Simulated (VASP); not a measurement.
A run of VASP 6.6.1 is set up as follows.

POSCAR

```
BaTiO3
1.0
    4.0042243753      0.0000000000      0.0000000000
    0.0000000000      4.0042243753      0.0000000000
    0.0000000000      0.0000000000      4.0229830344
Ba Ti O
1 1 3
Direct
    0.0000000000      0.0000000000      0.0042790896
    0.5000000000      0.5000000000      0.4967001530
    0.0000000000      0.5000000000      0.5120270747
    0.5000000000      0.0000000000      0.5120270747
    0.5000000000      0.5000000000      0.0179666081
```

File INCAR.step1:

```
ALGO = Normal
EDIFF = 1E-4
ENCUT = 520
GGA = PE
ISMEAR = -1
LASPH = T
LCHARG = F
LDAU = T
LDAUJ = 0 0 0
LDAUL = -1 2 -1
LDAUTYPE = 2
LDAUU = 0 5 0
LMAXMIX = 4
LREAL = F
LWAVE = T
NBANDS = 28
NELM = 150
PREC = Accurate
SIGMA = 0.05
```

Contents of INCAR.step2:

```
ALGO = Normal
EDIFF = 1E-7
ENCUT = 520
ISIF = 2
ISMEAR = -1
ISTART = 1
LASPH = T
LCHARG = T
LDAU = T
LDAUJ = 0 0 0
LDAUL = -1 2 -1
LDAUPRINT = 1
LDAUTYPE = 2
LDAUU = 0 5 0
LELF = T
LMAXMIX = 4
LMIXTAU = T
LREAL = F
LVHAR = T
LWAVE = F
METAGGA = R2SCAN
NBANDS = 28
NELM = 150
PREC = Accurate
SIGMA = 0.05
```

File KPOINTS:

```
k-points
0
Gamma
  7 7 7
```

Potentials or basis: VASP PAW PBE potentials, release 64 (Ba_sv, Ti_sv, O).

Launch:

```console
$ cat potpaw_PBE.64/Ba_sv/POTCAR potpaw_PBE.64/Ti_sv/POTCAR potpaw_PBE.64/O/POTCAR > POTCAR
$ cp INCAR.step1 INCAR
$ mpirun -np 1 vasp_std > vasp.out
$ cp INCAR.step2 INCAR
$ mpirun -np 1 vasp_std > vasp.out
```

Estimate the largest force.

0.382 eV/Å.

What does it give for the band gap on the k mesh?

2.91 eV, indirect (least direct gap 3.09 eV).

What does it give for the pressure?

4.3 GPa.

Stress tensor (GPa, compression positive):
```
4.18 0.00 0.00
0.00 4.18 0.00
0.00 0.00 4.42
```

Caveat: the PAW data sets were made with another functional, which shifts forces and pressure a little; spin-orbit coupling is left out, which moves the levels of the heavy elements. A k mesh can miss the band edges.
